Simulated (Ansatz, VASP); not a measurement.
InSb: VASP beside Ansatz

File INCAR:

```
  ALGO = Normal
  EDIFF = 1E-6
  ENCUT = 500
  GGA = PS
  GGA_COMPAT = False
  ISIF = 2
  ISMEAR = 1
  LASPH = True
  LCHARG = False
  LDAU = True
  LDAUJ = 0.86 0
  LDAUL = 2 -1
  LDAUPRINT = 1
  LDAUTYPE = 1
  LDAUU = 4.6 0
  LREAL = False
  LWAVE = False
  NBANDS = 21
  NELM = 200
  PREC = Accurate
  SIGMA = 0.24
```

KPOINTS

```
k-points
0
Gamma
  2 2 2
```

POSCAR

```
InSb
1.0
    0.0000000000      3.0916441803      3.0916441803
    3.0916441803      0.0000000000      3.0916441803
    3.0916441803      3.0916441803      0.0000000000
In Sb
1 1
Direct
    0.0000000000      0.0000000000      0.0000000000
    0.2500000000      0.2500000000      0.2500000000
```

Input for Ansatz:

```yaml
crystal:
  lattice:
    - [0.0, 3.0916441803, 3.0916441803]
    - [3.0916441803, 0.0, 3.0916441803]
    - [3.0916441803, 3.0916441803, 0.0]
  atoms:
    - { symbol: In, position: [0.0, 0.0, 0.0] }
    - { symbol: Sb, position: [0.25, 0.25, 0.25] }
basis:
  ecutwfc: 420
kpoints:
  mp_grid: { grid: [2, 2, 2] }
  band_path: { path: [VBM, CBM], npoints: 5 }
hamiltonian:
  xc: pbesol
  hubbard: { sites: [{ species: In, l: d, u: 4.6, j: 0.86 }] }
scf:
  occupations: { method: methfessel_paxton, width: 0.24 }
  mixing: { ndim: 4 }
  max_iter: 30
  convergence: { dr2_threshold: "1e-7 eV" }
output:
  forces: true
  stress: true
  eigenvalues: true
```

Alike in both runs: task single point; functional PBEsol; k mesh 2 × 2 × 2; occupations methfessel-paxton of order 1, width 0.24 eV; no spin polarisation; Hubbard terms In d U = 4.6 eV, J = 0.86 eV.

|  | VASP | Ansatz |
| --- | --- | --- |
| version | VASP 6.6.1 | Ansatz 0.2.0 |
| potentials or method | VASP PAW PBE potentials, release 64 (In_d, Sb_d_GW), cutoff 500 eV | scalar-relativistic, plane waves, PAW |
| valence electrons in the cell | 28 | 28 |

```tsv
	VASP	Ansatz	Ansatz less VASP
gap on the k mesh at the Fermi level (eV)	0.64	0.53	-0.112
least direct gap on the mesh (eV)	0.64	0.53	-0.112
pressure (GPa)	14.4	15.4	+1.02
```

VASP's potentials were made for PBE, not for PBEsol. The programs project onto different local orbitals, so the same U acts differently, and such runs can settle in different states. Ansatz's warnings: stress scf threshold loose.

The k mesh is coarse, so the values compare programs but aren't converged. Spin-orbit coupling is off throughout.
